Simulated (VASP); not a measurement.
# TaZn2B3 (Pmmm) in VASP: notebook

The runs below take TaZn2B3 through single point, relaxation of cell and atoms, with PBE.

Everything below comes from runs of VASP 6.6.1. Logs are shortened: lines on timing, memory, paths and dates and some standing lists are left out, and cuts for length are marked.

### 1 The cell of the first run

The structure is orthorhombic, space group Pmmm (No. 47). The conventional cell has a = 3.272 Å, b = 4.697 Å, c = 5.348 Å, α = 90.00°, β = 90.00°, γ = 90.00°. Ta (site symmetry mmm) has 8 B at 2.59 to 3.20 Å and 4 Zn at 2.81 Å and 2 Ta at 3.27 Å within 3.4 Å. Within 2.5 Å of Zn (site symmetry mm2) lie 4 B at 1.89 to 1.99 Å and 1 Zn at 2.26 Å. B (site symmetry 2mm) has 1 B at 1.09 Å within 1.5 Å. Within 2.6 Å of B (site symmetry mmm) lie 4 Zn at 1.99 Å.

The cell was generated, and may not be a known phase.

### 2 Single point, PBE

The input, INCAR:

```
SYSTEM = TaZn2B3
ALGO = Fast ; EDIFF = 1E-6
ENCUT = 520 ; GGA = PE
ISIF = 2 ; ISMEAR = 0
LASPH = .True. ; LCHARG = .False.
LREAL = .False. ; LWAVE = .False.
NBANDS = 31 ; NELM = 60
PREC = Accurate ; SIGMA = 0.1
```

The input, KPOINTS:

```
k-points
0
Gamma
  6 4 4
  0 0 0
```

The input, POSCAR:

```
TaZn2B3
1.0
    3.2716877200      0.0000000000      0.0000000000
    0.0000000000      4.6972622700      0.0000000000
    0.0000000000      0.0000000000      5.3475906000
Ta Zn B
1 2 3
Direct
    0.0000000000      0.0000000000      0.0000000000
    0.0000000000      0.5000000000      0.2887820200
    0.0000000000      0.5000000000      0.7112179800
    0.6661036100      0.5000000000      0.0000000000
    0.3338963900      0.5000000000      0.0000000000
    0.5000000000      0.5000000000      0.5000000000
```

Potentials or basis: VASP PAW PBE potentials, release 64 (Ta_pv, Zn, B).

Started as:

```
$ cat potpaw_PBE.64/Ta_pv/POTCAR potpaw_PBE.64/Zn/POTCAR potpaw_PBE.64/B/POTCAR > POTCAR
$ mpirun -np 1 vasp_std > vasp.out
```

OUTCAR:

```text
SYSTEM = TaZn2B3
   EDIFF = 1E-6
   ENCUT = 520
   GGA = PE
   ISIF = 2
   ISMEAR = 0
   LASPH = .True.
   LREAL = .False.
   NELM = 60
   PREC = Accurate

 ion  position               nearest neighbor table
   1  0.000  0.000  0.000-   4 2.59   5 2.59   4 2.59   5 2.59   2 2.81   3 2.81   2 2.81   3 2.81

   2  0.000  0.500  0.289-   4 1.89   5 1.89   6 1.99   6 1.99   3 2.26   1 2.81   1 2.81
   3  0.000  0.500  0.711-   4 1.89   5 1.89   6 1.99   6 1.99   2 2.26   1 2.81   1 2.81
   4  0.666  0.500  0.000-   5 1.09   3 1.89   2 1.89   1 2.59   1 2.59
   5  0.334  0.500  0.000-   4 1.09   3 1.89   2 1.89   1 2.59   1 2.59
   6  0.500  0.500  0.500-   2 1.99   3 1.99   2 1.99   3 1.99

  LATTYP: Found a simple orthorhombic cell.
 ALAT       =     3.2716877200
 B/A-ratio  =     1.4357306296
 C/A-ratio  =     1.6345052027

  Lattice vectors:

 A1 = (   3.2716877200,   0.0000000000,   0.0000000000)
 A2 = (   0.0000000000,   4.6972622700,   0.0000000000)
 A3 = (   0.0000000000,   0.0000000000,   5.3475906000)

Analysis of symmetry for initial positions (statically):
=====================================================================
 Subroutine PRICEL returns:
 Original cell was already a primitive cell.

 Routine SETGRP: Setting up the symmetry group for a
 simple orthorhombic supercell.

 Subroutine GETGRP returns: Found  8 space group operations
 (whereof  8 operations were pure point group operations)
 out of a pool of  8 trial point group operations.

The static configuration has the point symmetry D_2h.

Analysis of symmetry for dynamics (positions and initial velocities):
=====================================================================
 Subroutine PRICEL returns:
 Original cell was already a primitive cell.

 Routine SETGRP: Setting up the symmetry group for a
 simple orthorhombic supercell.

 Subroutine GETGRP returns: Found  8 space group operations
 (whereof  8 operations were pure point group operations)
 out of a pool of  8 trial point group operations.

The dynamic configuration has the point symmetry D_2h.

 Subroutine INISYM returns: Found  8 space group operations
 (whereof  8 operations are pure point group operations),
 and found     1 'primitive' translations

----------------------------------------------------------------------------------------

                                     Primitive cell

  volume of cell :      82.1816

  direct lattice vectors                    reciprocal lattice vectors
     3.271687720  0.000000000  0.000000000     0.305652643  0.000000000  0.000000000
     0.000000000  4.697262270  0.000000000     0.000000000  0.212889965  0.000000000
     0.000000000  0.000000000  5.347590600     0.000000000  0.000000000  0.187000104

  length of vectors
     3.271687720  4.697262270  5.347590600     0.305652643  0.212889965  0.187000104

  position of ions in fractional coordinates (direct lattice)
     0.000000000  0.000000000  0.000000000
     0.000000000  0.500000000  0.288782020
     0.000000000  0.500000000  0.711217980
     0.666103610  0.500000000  0.000000000
     0.333896390  0.500000000  0.000000000
     0.500000000  0.500000000  0.500000000

  ion indices of the primitive-cell ions
   primitive index   ion index
                 1           1
                 2           2
                 3           3
                 4           4
                 5           5
                 6           6

----------------------------------------------------------------------------------------

 KPOINTS: k-points

Automatic generation of k-mesh.
 Grid dimensions read from file:
 generate k-points for:    6    4    4

 Generating k-lattice:

  Cartesian coordinates                     Fractional coordinates (reciprocal lattice)
     0.050942107  0.000000000  0.000000000     0.166666667  0.000000000  0.000000000
     0.000000000  0.053222491  0.000000000     0.000000000  0.250000000  0.000000000
     0.000000000  0.000000000  0.046750026     0.000000000  0.000000000  0.250000000

  Length of vectors
     0.050942107  0.053222491  0.046750026

  Shift w.r.t. Gamma in fractional coordinates (k-lattice)
     0.000000000  0.000000000  0.000000000

 Subroutine IBZKPT returns following result:
 ===========================================

 Found     36 irreducible k-points:

 Following reciprocal coordinates:
            Coordinates               Weight
  0.000000  0.000000  0.000000      1.000000
  0.166667  0.000000  0.000000      2.000000
  0.333333  0.000000  0.000000      2.000000
  0.500000  0.000000  0.000000      1.000000
  0.000000  0.250000  0.000000      2.000000
  0.166667  0.250000  0.000000      4.000000
[... 16 lines left out ...]
  0.333333  0.500000  0.250000      4.000000
  0.500000  0.500000  0.250000      2.000000
 [... further k-points ...]
   k-points           NKPTS =     36   k-points in BZ     NKDIM =     36   number of bands    NBANDS=     31
   number of dos      NEDOS =    301   number of ions     NIONS =      6
   total plane-waves  NPLWV =  34560
   dimension x,y,z NGX =    24 NGY =   36 NGZ =   40
   dimension x,y,z NGXF=    48 NGYF=   72 NGZF=   80
   ions per type =               1   2   3
   NGX,Y,Z   is equivalent  to a cutoff of  12.20, 12.74, 12.44 a.u.
   NGXF,Y,Z  is equivalent  to a cutoff of  24.39, 25.48, 24.87 a.u.
 SYSTEM =  TaZn2B3
   PREC   = accura    normal or accurate (medium, high low for compatibility)
   ISTART =      0    job   : 0-new  1-cont  2-samecut
   ICHARG =      2    charge: 1-file 2-atom 10-const
   ISPIN  =      1    spin polarized calculation?
   LNONCOLLINEAR =      F non collinear calculations
   LSORBIT =      F    spin-orbit coupling
   LASPH  =      T    aspherical Exc in radial PAW
   ENCUT  =  520.0 eV  38.22 Ry    6.18 a.u.   6.08  8.73  9.94*2*pi/ulx,y,z
   NELM   =     60;   NELMIN=  2; NELMDL= -5     # of ELM steps
   EDIFF  = 0.1E-05   stopping-criterion for ELM
   LREAL  =      F    real-space projection
   EDIFFG = 0.1E-04   stopping-criterion for IOM
   NSW    =      0    number of steps for IOM
   IBRION =     -1    ionic relax: 0-MD 1-quasi-New 2-CG
   NFREE  =      0    steps in history (QN), initial steepest desc. (CG)
   ISIF   =      2    stress and relaxation
   ISYM   =      2    0-nonsym 1-usesym 2-fastsym
   POTIM  = 0.5000    time-step for ionic-motion
   TEBEG  =    0.0;   TEEND  =   0.0 temperature during run
   PSTRESS=    0.0 pullay stress
   NELECT =      44.0000    total number of electrons
   NUPDOWN=      -1.0000    fix difference up-down
   EMIN   =  10.00;   EMAX   =-10.00  energy-range for DOS
   EFERMI =   0.00;   METHOD = LEGACY
   ISMEAR =     0;   SIGMA  =   0.10  broadening in eV -4-tet -1-fermi 0-gaus
   EFERMI_NEDOS =   21; number of points for ismear=-14 and -15
   IALGO  =     68    algorithm
   IMIX   =      4    mixing-type and parameters
     AMIX     =   0.40;   BMIX     =  1.00
     AMIX_MAG =   1.60;   BMIX_MAG =  1.00
  volume/ion in A,a.u.               =      13.70        92.43
  Fermi-wavevector in a.u.,A,eV,Ry     =   1.329334  2.512077 24.043249  1.767129
  Thomas-Fermi vector in A             =   2.458504
   LORBIT       =      0    0 simple, 1 ext, 2 COOP (PROOUT), +10 PAW based schemes
   GGA     = PE    functional components
   LHFCALC =     F    Hartree Fock is set to
   AEXX    =    0.0000 exact exchange contribution
   IVDW    =     0    specifies the selected vdW correction
   LEPSILON=     F    determine dielectric tensor
   LRPA    =     F    only Hartree local field effects (RPA)
 non-spin polarized calculation
 RMM-DIIS sequential band-by-band and
 Gauss-broadening in eV      SIGMA  =   0.10
  energy-cutoff  :      520.00
  volume of cell :       82.18
 maximum number of plane-waves:      2256
   NGX = 13   NGY = 17   NGZ = 19

 number of electron      44.0000010 magnetization

 Free energy of the ion-electron system (eV)
  ---------------------------------------------------
  ext. energy  EPLUGINS =         0.00000000
  ---------------------------------------------------
  free energy    TOTEN  =       -17.34408078 eV

  energy without entropy =      -17.32427583  energy(sigma->0) =      -17.33417831

 E-fermi :   3.4880     XC(G=0): -10.6922

 val. band max:        3.4767871941   @ k =   0.5000   0.5000   0.2500
 cond. band min:       3.4909448734   @ k =   0.0000   0.0000   0.0000
 fundamental gap:      0.0141576793
 Fermi energy:         3.4879535782

 k-point     1 :       0.0000    0.0000    0.0000
  band No.  band energies     occupation
      1     -31.7346      2.00000
      2     -31.6323      2.00000
      3     -31.5172      2.00000
      4      -9.6542      2.00000
      5      -6.2738      2.00000
      6      -6.2029      2.00000
[... 23 lines left out ...]
     30       9.5000      0.00000
     31      11.3919      0.00000

 k-point     2 :       0.1667    0.0000    0.0000
  band No.  band energies     occupation
      1     -31.7299      2.00000
      2     -31.6268      2.00000
      3     -31.5683      2.00000
      4      -9.3574      2.00000
      5      -6.4514      2.00000
      6      -6.2547      2.00000
[... 23 lines left out ...]
     30      10.0654      0.00000
     31      10.0678      0.00000

 k-point     3 :       0.3333    0.0000    0.0000
  band No.  band energies     occupation
      1     -31.7206      2.00000
      2     -31.6691      2.00000
      3     -31.6157      2.00000
      4      -8.5608      2.00000
      5      -6.8229      2.00000
      6      -6.2374      2.00000
[... 23 lines left out ...]
     30       8.1885      0.00000
     31      11.2836      0.00000

 k-point     4 :       0.5000    0.0000    0.0000
  band No.  band energies     occupation
      1     -31.7188      2.00000
      2     -31.7159      2.00000
      3     -31.6101      2.00000
      4      -7.8257      2.00000
      5      -7.1868      2.00000
      6      -6.2325      2.00000
[... 635 lines left out ...]
     30       9.6268      0.00000
     31      11.5244      0.00000

 k-point    23 :       0.3333    0.5000    0.2500
  band No.  band energies     occupation
      1     -31.7201      2.00000
      2     -31.6690      2.00000
      3     -31.6214      2.00000
      4      -8.0383      2.00000
      5      -6.7697      2.00000
      6      -6.2599      2.00000
[... 23 lines left out ...]
     30       9.3225      0.00000
     31      10.8598      0.00000

 k-point    24 :       0.5000    0.5000    0.2500
  band No.  band energies     occupation
      1     -31.7187      2.00000
      2     -31.7154      2.00000
      3     -31.6159      2.00000
      4      -7.2800      2.00000
      5      -7.1871      2.00000
      6      -6.4405      2.00000
[... 23 lines left out ...]
     30       8.9305      0.00000
     31       9.7412      0.00000

 [... further k-points ...]

------------------------ aborting loop because EDIFF is reached ----------------------------------------

  FORCE on cell =-STRESS in cart. coord.  units (eV):
  Direction    XX          YY          ZZ          XY          YZ          ZX
  --------------------------------------------------------------------------------------
  -------------------------------------------------------------------------------------
  Total       56.3028947     -5.7264544     20.8260435      0.0000000      0.0000000      0.0000000
  in kB     1097.6566218   -111.6404517    406.0154396      0.0000000      0.0000000      0.0000000
  external PRESSURE =     464.0105366 kB  Pullay stress =       0.0000000 kB

 VOLUME and BASIS-vectors are now :
 -----------------------------------------------------------------------------
  energy-cutoff  :      520.00
  volume of cell :       82.18
      direct lattice vectors                 reciprocal lattice vectors
     3.271687720  0.000000000  0.000000000     0.305652643  0.000000000  0.000000000
     0.000000000  4.697262270  0.000000000     0.000000000  0.212889965  0.000000000
     0.000000000  0.000000000  5.347590600     0.000000000  0.000000000  0.187000104

 POSITION                                       TOTAL-FORCE (eV/Angst)
 -----------------------------------------------------------------------------------
      0.00000      0.00000      0.00000         0.000000      0.000000      0.000000
      0.00000      2.34863      1.54429         0.000000      0.000000      2.623409
      0.00000      2.34863      3.80330         0.000000      0.000000     -2.623409
      2.17928      2.34863      0.00000        40.796183     -0.000000      0.000000
      1.09240      2.34863      0.00000       -40.796183      0.000000      0.000000
      1.63584      2.34863      2.67380         0.000000      0.000000      0.000000
 -----------------------------------------------------------------------------------
    total drift:                               -0.000000      0.000000     -0.000000

  FREE ENERGIE OF THE ION-ELECTRON SYSTEM (eV)
  ---------------------------------------------------
  free  energy   TOTEN  =       -17.3440807785 eV

  energy  without entropy=      -17.3242758328  energy(sigma->0) =      -17.33417831
```

Run time: 51 s. Hardware: 1 thread of Oxide Virtual Turin-like, shared host; peak memory 0.2 GiB.

What came out:

| Property | Result |
| --- | --- |
| Free energy | -17.3441 eV |
| Pressure | 46.4 GPa |
| Largest force | 40.796 eV/Å |
| Band gap on the k mesh | zero (bands 22 and 23 overlap by 1.27 eV) |

Forces on the atoms (eV/Å):
```
Ta    0.000   0.000   0.000
Zn    0.000   0.000   2.623
Zn    0.000   0.000  -2.623
B    40.796   0.000   0.000
B   -40.796   0.000   0.000
B     0.000   0.000   0.000
```

Levels at points of the mesh, in eV from the Fermi level:
```csv
k point,band 20,band 21,band 22,band 23,band 24,band 25
"(0.00, 0.00, 0.00)",-1.15,-1.09,-0.06,0.00,0.77,1.62
"(0.50, 0.00, 0.00)",-2.28,-0.31,0.01,0.17,0.63,1.56
"(0.00, 0.50, 0.00)",-1.81,-1.52,0.92,1.30,1.73,1.86
"(0.50, 0.50, 0.00)",-3.28,-3.18,-0.64,-0.15,0.07,0.82
"(0.00, 0.00, 0.50)",-2.15,-0.97,-0.35,0.77,1.36,1.41
"(0.50, 0.00, 0.50)",-0.60,-0.46,0.40,0.44,0.54,1.09
"(0.00, 0.50, 0.50)",-1.47,-0.57,-0.32,-0.12,0.09,1.31
"(0.50, 0.50, 0.50)",-1.26,-1.02,-0.53,0.15,0.29,0.48
```

Caveat: atoms lie so close that the PAW spheres overlap strongly, which falsifies energies and pressures; the stress differs along the axes, from -11 to 110 GPa; spin-orbit coupling is left out, which moves the levels of the heavy elements; forces of over 1 eV/Å act on the atoms, so gaps and moduli don't describe the material at rest.

### 3 Single point, PBE

This run uses another cell than the first one, of 16.58 Å³/atom.

The input, INCAR:

```
ALGO = Normal
EDIFF = 1E-6
ENCUT = 520
GGA = PE
ISIF = 2
ISMEAR = 0
LASPH = T
LCHARG = F
LREAL = F
LWAVE = F
NBANDS = 31
NELM = 100
PREC = Accurate
SIGMA = 0.1
```

The input, KPOINTS:

```
k-points
0
Gamma
  6 4 4
```

The input, POSCAR:

```
TaZn2B3
1.0
    3.0018114091      0.0000000000      0.0000000000
    0.0000000000      4.4681753526      0.0000000000
    0.0000000000      0.0000000000      7.4185585671
Ta Zn B
1 2 3
Direct
    0.0000000000      0.0000000000      0.0000000000
    0.0000000000      0.5000000000      0.2972175878
    0.0000000000      0.5000000000      0.7027824122
    0.7517711202      0.5000000000      0.0000000000
    0.2482288798      0.5000000000      0.0000000000
    0.5000000000      0.5000000000      0.5000000000
```

Potentials or basis: VASP PAW PBE potentials, release 64 (Ta_pv, Zn, B).

Started as:

```
$ cat potpaw_PBE.64/Ta_pv/POTCAR potpaw_PBE.64/Zn/POTCAR potpaw_PBE.64/B/POTCAR > POTCAR
$ mpirun -np 1 vasp_std > vasp.out
```

Run time: 76 s. Hardware: 1 thread of Oxide Virtual Turin-like, shared host; peak memory 0.24 GiB.

It converged, with:

* Free energy: -28.6185 eV
* Pressure: 0.2 GPa
* Largest force: 0.041 eV/Å
* Band gap on the k mesh: zero (bands 22 and 23 overlap by 0.81 eV)

Forces on the atoms (eV/Å):
```
Ta   0.000  0.000  0.000
Zn   0.000  0.000  0.000
Zn   0.000  0.000  0.000
B   -0.041  0.000  0.000
B    0.041  0.000  0.000
B    0.000  0.000  0.000
```

Stress tensor (GPa, compression positive):
```
0.09 0.00 0.00
0.00 0.06 0.00
0.00 0.00 0.31
```

Levels at points of the mesh, in eV from the Fermi level:
```
           k point  band 20  band 21  band 22  band 23  band 24  band 25
(0.00, 0.00, 0.00)    -1.79    -0.86    -0.72    -0.10     1.31     2.71
(0.50, 0.00, 0.00)    -2.99    -0.04     0.05     0.39     0.40     2.12
(0.00, 0.50, 0.00)    -1.90    -1.86    -0.17     0.76     1.09     1.97
(0.50, 0.50, 0.00)    -2.51    -1.11    -0.81     0.16     1.30     1.33
(0.00, 0.00, 0.50)    -1.74    -1.35     0.33     0.81     1.31     2.46
(0.50, 0.00, 0.50)    -1.39    -1.23    -0.62     0.08     0.33     1.88
(0.00, 0.50, 0.50)    -2.27    -2.15    -0.91     1.15     2.47     2.64
(0.50, 0.50, 0.50)    -1.10    -1.09    -0.86     0.32     0.37     1.33
```

Caveat: spin-orbit coupling is left out, which moves the levels of the heavy elements.

[end of part 1 of 2]

The gap in the log of VASP goes by the Fermi energy; the results here count the filled bands.